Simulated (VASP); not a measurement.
La:

```
La
1.0
     3.77000    0.00000    0.00000
    -1.88500    3.26492    0.00000
     0.00000    0.00000   12.15900
La
4
Direct
  0.00000 0.00000 0.00000
  0.00000 0.00000 0.50000
  0.33333 0.66667 0.75000
  0.66667 0.33333 0.25000
```

| Property | Result |
| --- | --- |
| Program | VASP 6.6.1 |
| Task | relaxation of cell and atoms |
| Functional | PBEsol |
| Potentials or basis | VASP PAW PBE potentials, release 64 (La) |
| Cutoff | 600 eV |
| k mesh | 7 × 7 × 2 |
| Occupations | fermi-dirac, width 0.05 eV |
| Spin | no spin polarisation |

At the start: pressure -2.3 GPa; volume 37.42 Å³/atom.

Q: How do energy, volume and symmetry change on relaxing?

A: Over 8 steps the energy falls by 26.2 meV/atom and the volume is 34.04 Å³/atom (-9.0 %); space group P6_3/mmc (No. 194, to 0.1 Å) before and after.

The path:
```
step  energy change (eV)  largest force (eV/Å)  pressure (GPa)  volume (Å³)
   1              0.0000                0.0000           -2.35       149.66
   2             -0.1023                0.0000           -0.32       138.09
   3             -0.1042                0.0000           -0.04       136.64
   4             -0.1042                0.0000            0.01       136.39
   5             -0.1042                0.0000            0.06       136.13
   6             -0.1046                0.0000            0.06       136.14
   7             -0.1046                0.0000            0.06       136.14
   8             -0.1047                0.0000            0.05       136.15
```

Final structure:
```
La
1.0
     3.63996    0.00000    0.00000
    -1.81998    3.15230    0.00000
     0.00000    0.00000   11.86554
La
4
Direct
  0.00000 0.00000 0.00000
  0.00000 0.00000 0.50000
  0.33333 0.66667 0.75000
  0.66667 0.33333 0.25000
```

Caveat: the PAW data sets were made with another functional, which shifts forces and pressure a little.
